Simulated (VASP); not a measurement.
The system is ZrN.

```xyz
2
Lattice="0.0000 2.3143 2.3143 2.3143 0.0000 2.3143 2.3143 2.3143 0.0000" Properties=species:S:1:pos:R:3 pbc="T T T"
Zr    0.0000    0.0000    0.0000
N     2.3143    2.3143    2.3143
```

Base run:

* Program: VASP 6.6.1
* Functional: r2SCAN
* Potentials or basis: VASP PAW PBE potentials, release 64 (Zr_sv, N)
* Cutoff: 660 eV
* k mesh: 9 × 9 × 9
* Occupations: fermi-dirac, width 0.01 eV
* Spin: no spin polarisation

Its results: band gap on the k mesh zero (an odd number of electrons rules out a gap without spin polarisation); pressure -6.6 GPa.

The run is repeated on the same cell with these changes: functional from r2SCAN to PBE; cutoff from 660 eV to 520 eV; further incar settings from ALGO = Normal; EDIFF = 1e-06; NBANDS = 16 to ALGO = Normal; EDIFF = 1e-08; NBANDS = 16. What comes out?

Band gap on the k mesh zero (an odd number of electrons rules out a gap without spin polarisation); pressure -5.0 GPa.

Caveats: the cell stands under tension; the PAW data sets were made with another functional, which shifts forces and pressure a little (at least some runs).
